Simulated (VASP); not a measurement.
Runs of VASP 6.6.1 on SnSe. The structure is that of space group P4/nmm (No. 129), or close to it. The cells are those of the table. 

```csv
cell,gap on the mesh (eV),largest force (eV/Å)
"a = 4.316, b = 4.316, c = 11.144 Å, 4 atoms",(a),0.32
"a = 4.253, b = 4.253, c = 11.144 Å, 4 atoms",1.47,0.25
"a = 4.253, b = 4.253, c = 11.309 Å, 4 atoms",1.44,0.41
"a = 4.316, b = 4.316, c = 11.309 Å, 4 atoms",1.45,0.48
"a = 4.316, b = 4.316, c = 10.980 Å, 4 atoms",1.47,0.12
```

Alike in all rows: task single point; level LDA; potentials or basis VASP PAW LDA potentials, release 64 (Sn_d, Se); no spin polarisation; k mesh 6 × 6 × 4; cutoff (eV) 520; smearing gaussian 0.05 eV.

Estimate the missing entries.

(a) 1.46.

Caveats: spin-orbit coupling is left out, which moves the levels of the heavy elements.

A k mesh can miss the band edges, and the runs leave out spin-orbit coupling on Se, Sn.
